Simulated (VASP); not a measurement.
# Si (P6_3/mmc) in VASP: a series of runs

The runs below take Si through single point, with PBE.

Everything below comes from runs of VASP 6.6.1. Logs are shortened: lines on timing, memory, paths and dates and some standing lists are left out, and cuts for length are marked.

### 1 The cell of the first run

The structure is hexagonal, space group P6_3/mmc (No. 194). Conventional cell: a = 3.724 Å, b = 3.724 Å, c = 6.341 Å, α = 90.00°, β = 90.00°, γ = 120.00°. Within 3.0 Å of Si (site symmetry 3m) lie 4 Si at 2.30 to 2.34 Å.

This isn't the form of Si at room conditions, which is diamond.

### 2 Single point, PBE (biaxial xy strain -2.8%)

File INCAR:

```
SYSTEM = Si
ALGO     = Normal         ! electronic algorithm
EDIFF    = 1E-6           ! SCF threshold, eV
ENCUT    = 520            ! plane-wave cutoff, eV
GGA      = PE             ! functional
ISIF     = 2              ! what is computed and relaxed
ISMEAR   = -1             ! smearing method
LASPH    = .True.         ! aspherical terms in the spheres
LCHARG   = .False.        ! write CHGCAR
LREAL    = .False.        ! projectors in reciprocal space
LWAVE    = .False.        ! write WAVECAR
NBANDS   = 16             ! bands
NELM     = 100            ! most SCF steps
PREC     = Accurate       ! precision mode
SIGMA    = 0.02           ! smearing width, eV
```

File KPOINTS:

```
k-points
0
Gamma
  12 12 4
  0 0 0
```

File POSCAR:

```
Si
1.0
    3.7240511167      0.0000000000      0.0000000000
   -1.8620255583      3.2251228720      0.0000000000
    0.0000000000      0.0000000000      6.3412386841
Si
4
Direct
    0.3333333333      0.6666666667      0.0651655269
    0.6666666667      0.3333333333      0.5651655269
    0.3333333333      0.6666666667      0.4348344731
    0.6666666667      0.3333333333      0.9348344731
```

Potentials or basis: VASP PAW PBE potentials, release 64 (Si).

Started as:

```
cat potpaw_PBE.64/Si/POTCAR > POTCAR
mpirun -np 1 vasp_std > vasp.out
```

OUTCAR:

```text
SYSTEM = Si
   EDIFF = 1E-6
   ENCUT = 520
   GGA = PE
   ISIF = 2
   ISMEAR = -1
   LASPH = .True.
   LREAL = .False.
   NELM = 100
   PREC = Accurate

 ion  position               nearest neighbor table
   1  0.333  0.667  0.065-   4 2.30   4 2.30   4 2.30   3 2.34
   2  0.667  0.333  0.565-   3 2.30   3 2.30   3 2.30   4 2.34
   3  0.333  0.667  0.435-   2 2.30   2 2.30   2 2.30   1 2.34
   4  0.667  0.333  0.935-   1 2.30   1 2.30   1 2.30   2 2.34

  LATTYP: Found a hexagonal cell.
 ALAT       =     3.7240511167
 C/A-ratio  =     1.7027797110

  Lattice vectors:

 A1 = (   3.7240511167,   0.0000000000,   0.0000000000)
 A2 = (  -1.8620255583,   3.2251228720,   0.0000000000)
 A3 = (   0.0000000000,   0.0000000000,   6.3412386841)

Analysis of symmetry for initial positions (statically):
=====================================================================
 Subroutine PRICEL returns:
 Original cell was already a primitive cell.

 Routine SETGRP: Setting up the symmetry group for a
 hexagonal supercell.

 Subroutine GETGRP returns: Found 24 space group operations
 (whereof 12 operations were pure point group operations)
 out of a pool of 24 trial point group operations.

The static configuration has the point symmetry D_3d.
 The point group associated with its full space group is D_6h.

Analysis of symmetry for dynamics (positions and initial velocities):
=====================================================================
 Subroutine PRICEL returns:
 Original cell was already a primitive cell.

 Routine SETGRP: Setting up the symmetry group for a
 hexagonal supercell.

 Subroutine GETGRP returns: Found 24 space group operations
 (whereof 12 operations were pure point group operations)
 out of a pool of 24 trial point group operations.

The dynamic configuration has the point symmetry D_3d.
 The point group associated with its full space group is D_6h.

 Subroutine INISYM returns: Found 24 space group operations
 (whereof 12 operations are pure point group operations),
 and found     1 'primitive' translations

----------------------------------------------------------------------------------------

                                     Primitive cell

  volume of cell :      76.1616

  direct lattice vectors                    reciprocal lattice vectors
     3.724051117  0.000000000  0.000000000     0.268524778  0.155032853  0.000000000
    -1.862025558  3.225122872  0.000000000     0.000000000  0.310065706  0.000000000
     0.000000000  0.000000000  6.341238684     0.000000000  0.000000000  0.157697896

  length of vectors
     3.724051117  3.724051117  6.341238684     0.310065706  0.310065706  0.157697896

  position of ions in fractional coordinates (direct lattice)
     0.333333333  0.666666667  0.065165527
     0.666666667  0.333333333  0.565165527
     0.333333333  0.666666667  0.434834473
     0.666666667  0.333333333  0.934834473

  ion indices of the primitive-cell ions
   primitive index   ion index
                 1           1
                 2           2
                 3           3
                 4           4

----------------------------------------------------------------------------------------

 KPOINTS: k-points

Automatic generation of k-mesh.
 Grid dimensions read from file:
 generate k-points for:   12   12    4

 Generating k-lattice:

  Cartesian coordinates                     Fractional coordinates (reciprocal lattice)
     0.022377065  0.012919404  0.000000000     0.083333333 -0.000000000  0.000000000
     0.000000000  0.025838809  0.000000000     0.000000000  0.083333333  0.000000000
     0.000000000  0.000000000  0.039424474     0.000000000  0.000000000  0.250000000

  Length of vectors
     0.025838809  0.025838809  0.039424474

  Shift w.r.t. Gamma in fractional coordinates (k-lattice)
     0.000000000  0.000000000  0.000000000

 Subroutine IBZKPT returns following result:
 ===========================================

 Found     57 irreducible k-points:

 Following reciprocal coordinates:
            Coordinates               Weight
  0.000000  0.000000  0.000000      1.000000
  0.083333  0.000000  0.000000      6.000000
  0.166667  0.000000  0.000000      6.000000
  0.250000  0.000000  0.000000      6.000000
  0.333333  0.000000  0.000000      6.000000
  0.416667  0.000000  0.000000      6.000000
[... 16 lines left out ...]
  0.250000  0.000000  0.250000     12.000000
  0.333333  0.000000  0.250000     12.000000
 [... further k-points ...]
   k-points           NKPTS =     57   k-points in BZ     NKDIM =     57   number of bands    NBANDS=     16
   number of dos      NEDOS =    301   number of ions     NIONS =      4
   total plane-waves  NPLWV =  37632
   dimension x,y,z NGX =    28 NGY =   28 NGZ =   48
   dimension x,y,z NGXF=    56 NGYF=   56 NGZF=   96
   ions per type =               4
   NGX,Y,Z   is equivalent  to a cutoff of  12.50, 12.50, 12.58 a.u.
   NGXF,Y,Z  is equivalent  to a cutoff of  25.00, 25.00, 25.17 a.u.
 SYSTEM =  Si
   PREC   = accura    normal or accurate (medium, high low for compatibility)
   ISTART =      0    job   : 0-new  1-cont  2-samecut
   ICHARG =      2    charge: 1-file 2-atom 10-const
   ISPIN  =      1    spin polarized calculation?
   LNONCOLLINEAR =      F non collinear calculations
   LSORBIT =      F    spin-orbit coupling
   LASPH  =      T    aspherical Exc in radial PAW
   ENCUT  =  520.0 eV  38.22 Ry    6.18 a.u.   6.92  6.92 11.79*2*pi/ulx,y,z
   NELM   =    100;   NELMIN=  2; NELMDL= -5     # of ELM steps
   EDIFF  = 0.1E-05   stopping-criterion for ELM
   LREAL  =      F    real-space projection
   EDIFFG = 0.1E-04   stopping-criterion for IOM
   NSW    =      0    number of steps for IOM
   IBRION =     -1    ionic relax: 0-MD 1-quasi-New 2-CG
   NFREE  =      0    steps in history (QN), initial steepest desc. (CG)
   ISIF   =      2    stress and relaxation
   ISYM   =      2    0-nonsym 1-usesym 2-fastsym
   POTIM  = 0.5000    time-step for ionic-motion
   TEBEG  =    0.0;   TEEND  =   0.0 temperature during run
   PSTRESS=    0.0 pullay stress
   NELECT =      16.0000    total number of electrons
   NUPDOWN=      -1.0000    fix difference up-down
   EMIN   =  10.00;   EMAX   =-10.00  energy-range for DOS
   EFERMI =   0.00;   METHOD = LEGACY
   ISMEAR =    -1;   SIGMA  =   0.02  broadening in eV -4-tet -1-fermi 0-gaus
   EFERMI_NEDOS =   21; number of points for ismear=-14 and -15
   IALGO  =     38    algorithm
   IMIX   =      4    mixing-type and parameters
     AMIX     =   0.40;   BMIX     =  1.00
     AMIX_MAG =   1.60;   BMIX_MAG =  1.00
  volume/ion in A,a.u.               =      19.04       128.49
  Fermi-wavevector in a.u.,A,eV,Ry     =   0.973202  1.839084 12.886369  0.947121
  Thomas-Fermi vector in A             =   2.103562
   LORBIT       =      0    0 simple, 1 ext, 2 COOP (PROOUT), +10 PAW based schemes
   GGA     = PE    functional components
   LHFCALC =     F    Hartree Fock is set to
   AEXX    =    0.0000 exact exchange contribution
   IVDW    =     0    specifies the selected vdW correction
   LEPSILON=     F    determine dielectric tensor
   LRPA    =     F    only Hartree local field effects (RPA)
 non-spin polarized calculation
  energy-cutoff  :      520.00
  volume of cell :       76.16
 maximum number of plane-waves:      2070
 NGX is ok and might be reduce to    28
   NGX = 13   NGY = 13   NGZ = 23

 number of electron      16.0000001 magnetization

 Free energy of the ion-electron system (eV)
  ---------------------------------------------------
  ext. energy  EPLUGINS =         0.00000000
  ---------------------------------------------------
  free energy    TOTEN  =       -21.51505047 eV

  energy without entropy =      -21.51505007  energy(sigma->0) =      -21.51505027

 E-fermi :   6.8959     XC(G=0):  -9.6075

 val. band max:        6.7185977289   @ k =   0.0000   0.0000   0.0000
 cond. band min:       7.0819709796   @ k =   0.5000   0.0000   0.0000
 fundamental gap:      0.3633732507
 Fermi energy:         6.8958777484

 k-point     1 :       0.0000    0.0000    0.0000
  band No.  band energies     occupation
      1      -5.9770      2.00000
      2      -3.7036      2.00000
      3      -0.9563      2.00000
      4       5.2282      2.00000
      5       5.2282      2.00000
      6       6.0231      2.00000
[... 8 lines left out ...]
     15      10.9236      0.00000
     16      12.6224      0.00000

 k-point     2 :       0.0833    0.0000    0.0000
  band No.  band energies     occupation
      1      -5.8902      2.00000
      2      -3.6152      2.00000
      3      -0.9011      2.00000
      4       4.5123      2.00000
      5       5.0375      2.00000
      6       5.9278      2.00000
[... 8 lines left out ...]
     15      11.5858      0.00000
     16      12.0504      0.00000

 k-point     3 :       0.1667    0.0000    0.0000
  band No.  band energies     occupation
      1      -5.6316      2.00000
      2      -3.3519      2.00000
      3      -0.7579      2.00000
      4       3.2326      2.00000
      5       4.6216      2.00000
      6       4.8245      2.00000
[... 8 lines left out ...]
     15      12.1149      0.00000
     16      12.3557      0.00000

 k-point     4 :       0.2500    0.0000    0.0000
  band No.  band energies     occupation
      1      -5.2089      2.00000
      2      -2.9197      2.00000
      3      -0.6364      2.00000
      4       2.0579      2.00000
      5       3.4424      2.00000
      6       4.1896      2.00000
[... 8 lines left out ...]
     15      12.8434      0.00000
     16      13.3425      0.00000

 k-point     5 :       0.3333    0.0000    0.0000
  band No.  band energies     occupation
      1      -4.6420      2.00000
      2      -2.3355      2.00000
      3      -0.8620      2.00000
      4       1.4375      2.00000
      5       2.1289      2.00000
      6       3.8438      2.00000
[... 8 lines left out ...]
     15      14.0189      0.00000
     16      14.0363      0.00000

 k-point     6 :       0.4167    0.0000    0.0000
  band No.  band energies     occupation
      1      -3.9965      2.00000
      2      -1.6590      2.00000
      3      -1.5476      2.00000
      4       1.0001      2.00000
      5       1.5136      2.00000
      6       3.6255      2.00000
[... 8 lines left out ...]
     15      13.0351      0.00000
     16      14.7926      0.00000
[... 267 lines left out ...]
 k-point    21 :       0.0833    0.0000    0.2500
  band No.  band energies     occupation
      1      -5.6892      2.00000
      2      -4.2301      2.00000
      3       0.0917      2.00000
      4       4.3307      2.00000
      5       4.6853      2.00000
      6       5.1931      2.00000
[... 8 lines left out ...]
     15      11.7274      0.00000
     16      12.8718      0.00000

 k-point    22 :       0.1667    0.0000    0.2500
  band No.  band energies     occupation
      1      -5.4312      2.00000
      2      -3.9731      2.00000
      3       0.2145      2.00000
      4       3.4311      2.00000
      5       3.9169      2.00000
      6       4.7809      2.00000
[... 8 lines left out ...]
     15      12.0872      0.00000
     16      12.8733      0.00000

 k-point    23 :       0.2500    0.0000    0.2500
  band No.  band energies     occupation
      1      -5.0098      2.00000
      2      -3.5549      2.00000
      3       0.2396      2.00000
      4       2.3613      2.00000
      5       2.7936      2.00000
      6       4.3516      2.00000
[... 8 lines left out ...]
     15      12.7700      0.00000
     16      13.2368      0.00000

 k-point    24 :       0.3333    0.0000    0.2500
  band No.  band energies     occupation
      1      -4.4455      2.00000
      2      -3.0033      2.00000
      3      -0.2428      2.00000
      4       1.5365      2.00000
      5       2.0343      2.00000
      6       4.0073      2.00000
[... 8 lines left out ...]
     15      13.8434      0.00000
     16      14.3826      0.00000

 [... further k-points ...]
[... 5 lines left out ...]
  --------------------------------------------------------------------------------------
  -------------------------------------------------------------------------------------
  Total        4.2313250      4.2313250      1.7235506      0.0000000     -0.0000000     -0.0000000
  in kB       89.0124939     89.0124939     36.2575644      0.0000000     -0.0000000     -0.0000000
  external PRESSURE =      71.4275174 kB  Pullay stress =       0.0000000 kB

 VOLUME and BASIS-vectors are now :
 -----------------------------------------------------------------------------
  energy-cutoff  :      520.00
  volume of cell :       76.16
      direct lattice vectors                 reciprocal lattice vectors
     3.724051117  0.000000000  0.000000000     0.268524778  0.155032853  0.000000000
    -1.862025558  3.225122872  0.000000000     0.000000000  0.310065706  0.000000000
     0.000000000  0.000000000  6.341238684     0.000000000  0.000000000  0.157697896

 POSITION                                       TOTAL-FORCE (eV/Angst)
 -----------------------------------------------------------------------------------
     -0.00000      2.15008      0.41323        -0.000000     -0.000000      0.013816
      1.86203      1.07504      3.58385         0.000000      0.000000      0.013816
     -0.00000      2.15008      2.75739        -0.000000     -0.000000     -0.013816
      1.86203      1.07504      5.92801         0.000000      0.000000     -0.013816
 -----------------------------------------------------------------------------------
    total drift:                               -0.000000      0.000000     -0.000000

  FREE ENERGIE OF THE ION-ELECTRON SYSTEM (eV)
  ---------------------------------------------------
  free  energy   TOTEN  =       -21.5150504725 eV

  energy  without entropy=      -21.5150500731  energy(sigma->0) =      -21.51505027
```

Run time: 79 s. Hardware: 1 thread of Intel Xeon 8259CL, shared host; peak memory 0.2 GiB.

Results:

* Free energy: -21.5151 eV
* Pressure: 7.1 GPa
* Largest force: 0.014 eV/Å
* Band gap on the k mesh: 0.36 eV (least direct gap 1.46 eV)

Forces in eV/Å, atoms in the order of the input:
```
Si   0.000  0.000  0.014
Si   0.000  0.000  0.014
Si   0.000  0.000 -0.014
Si   0.000  0.000 -0.014
```

Caveat: the cell differs from its parent crystal (biaxial xy strain -2.8%); the stress differs along the axes, from 4 to 9 GPa. A k mesh can miss the band edges.

### 3 Single point, PBE (uniaxial z strain -2.0%)

File INCAR:

```
PREC = Accurate
ENCUT = 520
EDIFF = 1E-7
ISMEAR = -1
SIGMA = 0.02
LREAL = F
LASPH = T
NELM = 60
ALGO = Normal
ISIF = 2
LWAVE = F
LCHARG = F
GGA = PE
NBANDS = 16
```

File KPOINTS:

```
regular mesh
0
Gamma
  12 12 4
```

File POSCAR:

```
Si
1.0
    3.8321168108      0.0000000000      0.0000000000
   -1.9160584054      3.3187105084      0.0000000000
    0.0000000000      0.0000000000      6.2137797866
Si
4
Direct
    0.3333333333      0.6666666667      0.0617672776
    0.6666666667      0.3333333333      0.5617672776
    0.3333333333      0.6666666667      0.4382327224
    0.6666666667      0.3333333333      0.9382327224
```

Potentials or basis: VASP PAW PBE potentials, release 64 (Si).

Started as:

```
cat potpaw_PBE.64/Si/POTCAR > POTCAR
mpirun -np 1 vasp_std > vasp.out
```

Run time: 2 min. Hardware: 1 thread of Intel Xeon 8259CL, shared host; peak memory 0.21 GiB.

It converged, with:

```yaml
Free_energy: -21.6196 eV
Pressure: 3.2 GPa
Largest_force: 0.017 eV/Å
Band_gap_on_the_k_mesh: 0.32 eV (least direct gap 0.89 eV)
```

Forces in eV/Å, atoms in the order of the input:
```
Si   0.000  0.000 -0.017
Si   0.000  0.000 -0.017
Si   0.000  0.000  0.017
Si   0.000  0.000  0.017
```

Stress tensor (GPa, compression positive):
```
2.04 0.00 0.00
0.00 2.04 0.00
0.00 0.00 5.58
```

Levels at points of the mesh, in eV from the valence-band top:
| k point | band 4 | band 5 | band 6 | band 7 | band 8 | band 9 | band 10 | band 11 | band 12 | band 13 |
| --- | --- | --- | --- | --- | --- | --- | --- | --- | --- | --- |
| (0.00, 0.00, 0.00) | -1.63 | -1.63 | -0.21 | 0.00 | 0.00 | 0.89 | 1.94 | 1.94 | 2.70 | 3.66 |
| (0.50, 0.00, 0.00) | -5.93 | -4.71 | -3.15 | -3.00 | -1.43 | 0.32 | 2.41 | 3.11 | 3.13 | 4.78 |
| (0.00, 0.00, 0.50) | -4.11 | -1.00 | -1.00 | -1.00 | -1.00 | 1.72 | 1.72 | 2.95 | 2.95 | 2.95 |
| (0.50, 0.00, 0.50) | -7.30 | -2.48 | -2.48 | -2.36 | -2.36 | 0.97 | 0.97 | 1.72 | 1.72 | 5.75 |

Caveat: the cell differs from its parent crystal (uniaxial z strain -2.0%); the cell stands under pressure. A k mesh can miss the band edges.

### 4 Single point, PBE

This run uses another cell than the first one, of 20.16 Å³/atom.

File INCAR:

```
  PREC = Accurate
  ENCUT = 520
  EDIFF = 1E-6
  ISMEAR = -1
  SIGMA = 0.02
  LREAL = False
  LASPH = True
  NELM = 100
  ALGO = Normal
  ISIF = 2
  LWAVE = False
  LCHARG = False
  GGA = PE
  NBANDS = 16
```

KPOINTS is that of step 3.

File POSCAR:

```
Si
1.0
    3.8321168108      0.0000000000      0.0000000000
   -1.9160584054      3.3187105084      0.0000000000
    0.0000000000      0.0000000000      6.3412386841
Si
4
Direct
    0.3333333333      0.6666666667      0.0630612447
    0.6666666667      0.3333333333      0.5630612447
    0.3333333333      0.6666666667      0.4369387553
    0.6666666667      0.3333333333      0.9369387553
```

Started as:

```
cat potpaw_PBE.64/Si/POTCAR > POTCAR
mpirun -np 1 vasp_std > vasp.out
```

Run time: 98 s. Hardware: 1 thread of Intel Xeon 8259CL, shared host; peak memory 0.21 GiB.

The run converged. Its results:

| Quantity | Value |
| --- | --- |
| Free energy | -21.6525 eV |
| Pressure | 1.2 GPa |
| Largest force | 0.003 eV/Å |
| Band gap on the k mesh | 0.43 eV (least direct gap 1.04 eV) |

Forces on the atoms (eV/Å):
```
Si   0.000  0.000 -0.003
Si   0.000  0.000 -0.003
Si   0.000  0.000  0.003
Si   0.000  0.000  0.003
```

Stress tensor (GPa, compression positive):
```
1.24 0.00 0.00
0.00 1.24 0.00
0.00 0.00 1.05
```

Levels at points of the mesh, in eV from the valence-band top:
```tsv
k point	band 4	band 5	band 6	band 7	band 8	band 9	band 10	band 11	band 12	band 13
(0.00, 0.00, 0.00)	-1.51	-1.51	-0.36	0.00	0.00	1.04	2.01	2.01	2.32	3.50
(0.50, 0.00, 0.00)	-5.97	-4.65	-3.04	-2.98	-1.44	0.43	2.34	2.99	3.12	4.40
(0.00, 0.00, 0.50)	-4.24	-0.92	-0.92	-0.92	-0.92	1.81	1.81	2.98	2.98	2.98
(0.50, 0.00, 0.50)	-7.25	-2.45	-2.45	-2.41	-2.41	0.92	0.92	1.67	1.67	5.62
```

### 5 Overview

| cell | gap on the mesh (eV) | pressure (GPa) | largest force (eV/Å) |
| --- | --- | --- | --- |
| a = 3.724, b = 3.724, c = 6.341 Å, angles 90.0, 90.0, 120.0°, 4 atoms, atomic positions A | 0.36 | 7.1 | 0.01 |
| a = 3.832, b = 3.832, c = 6.214 Å, angles 90.0, 90.0, 120.0°, 4 atoms, atomic positions B | 0.32 | 3.2 | 0.02 |
| a = 3.832, b = 3.832, c = 6.341 Å, angles 90.0, 90.0, 120.0°, 4 atoms, atomic positions C | 0.43 | 1.2 | - |

Alike in all rows: task single point; level PBE; potentials or basis VASP PAW PBE potentials, release 64 (Si); no spin polarisation; k mesh 12 × 12 × 4; cutoff (eV) 520; smearing fermi-dirac 0.02 eV.

Caveats: the stress differs along the axes, from 4 to 9 GPa (at least some runs); the cell stands under pressure (at least some runs).

Absolute energies hang on the potentials; compare differences alone.
